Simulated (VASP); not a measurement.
The system is Zn.

```xyz
1
Lattice="-1.5690 1.5690 1.5690 1.5690 -1.5690 1.5690 1.5690 1.5690 -1.5690" Properties=species:S:1:pos:R:3 pbc="T T T"
Zn    0.0000    0.0000    0.0000
```

* Program: VASP 6.6.1
* Task: relaxation of cell and atoms
* Functional: PBEsol
* Dispersion: D3(BJ)
* Potentials or basis: VASP PAW PBE potentials, release 64 (Zn)
* Cutoff: 600 eV
* k mesh: 12 × 12 × 12
* Occupations: fermi-dirac, width 0.15 eV
* Spin: no spin polarisation

At the start: pressure -8.7 GPa; volume 15.45 Å³/atom.

How do energy, volume and symmetry change on relaxing?

Over 4 steps the energy falls by 55.7 meV/atom and the volume is 13.66 Å³/atom (-11.6 %); space group Im-3m (No. 229, to 0.05 Å).

Step by step:
| step | energy change (eV) | largest force (eV/Å) | pressure (GPa) | volume (Å³) |
| --- | --- | --- | --- | --- |
| 1 | 0.0000 | 0.0000 | -8.65 | 15.45 |
| 2 | -0.0557 | 0.0000 | -0.28 | 13.66 |
| 3 | -0.0557 | 0.0000 | 0.23 | 13.62 |
| 4 | -0.0557 | 0.0000 | -0.05 | 13.66 |

Final structure:
```
CELL_PARAMETERS angstrom
-1.50578 1.50578 1.50578
1.50578 -1.50578 1.50578
1.50578 1.50578 -1.50578
ATOMIC_POSITIONS crystal
Zn 0.00000 0.00000 0.00000
```

Caveat: the PAW data sets were made with another functional, which shifts forces and pressure a little; pairwise dispersion overbinds metals, which lowers pressure and volume.
